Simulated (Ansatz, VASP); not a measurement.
# One calculation of Ge, two programs

```
Ge
1.0
     0.00000    2.88070    2.88070
     2.88070    0.00000    2.88070
     2.88070    2.88070    0.00000
Ge
2
Direct
  0.00000 0.00000 0.00000
  0.25000 0.25000 0.25000
```

Alike in both runs: task electric field gradients; functional PBE; k mesh 11 × 11 × 11; occupations fermi-dirac, width 0.05 eV; no spin polarisation.

```csv
,VASP,Ansatz
version,VASP 6.6.1,Ansatz 0.2.0
potentials or method,"VASP PAW PBE potentials, release 64 (Ge_d)","PAW with Ansatz's default frozen-core files, scalar-relativistic"
plane-wave cutoff (eV),520,420
valence electrons in the cell,28,28
```

|  | VASP | Ansatz | Ansatz less VASP |
| --- | --- | --- | --- |
| pressure (GPa) | 0.0 | 0.0 | +0.05 |
